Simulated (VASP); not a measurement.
Input of a VASP 6.6.1 run:

Contents of INCAR:

```
ALGO = Normal
EDIFF = 1E-6
ENCUT = 520
GGA = PE
ISIF = 2
ISMEAR = -1
ISPIN = 2
LASPH = T
LCHARG = F
LMAXMIX = 6
LORBIT = 11
LREAL = F
LWAVE = F
MAGMOM = 1 -1
NBANDS = 23
NELM = 150
PREC = Accurate
SIGMA = 0.05
```

The input KPOINTS:

```
k-points
0
Gamma
  12 12 9
```

The input POSCAR:

```
Ce
1.0
    3.4805887350      0.0000000000      0.0000000000
    0.0000000000      3.4805887350      0.0000000000
    0.0000000000      0.0000000000      4.8951624940
Ce
2
Direct
    1.0000000000      0.0000000000      0.0000000000
    0.5000000000      0.5000000000      0.5000000000
```

Potentials or basis: VASP PAW PBE potentials, release 64 (Ce).

Command:

```sh
$ cat potpaw_PBE.64/Ce/POTCAR > POTCAR
$ mpirun -np 1 vasp_std > vasp.out
```

**Question.** Estimate the band gap on the k mesh.

**Answer.** Zero (filled and empty bands overlap).

**Question.** What does it give for the pressure?

**Answer.** -3.6 GPa.

**Question.** Predict the net moment.

**Answer.** 0.00 μB per cell.

Stress tensor (GPa, compression positive):
```
-3.76  0.00  0.00
 0.00 -3.76  0.00
 0.00  0.00 -3.39
```

Caveat: the magnetic or orbital state may not be the lowest; the cell stands under tension; spin-orbit coupling is left out, which moves the levels of the heavy elements; semilocal functionals describe open f shells poorly, which spoils levels, moments and volumes. The state reached can hang on the start; a lower one may exist.
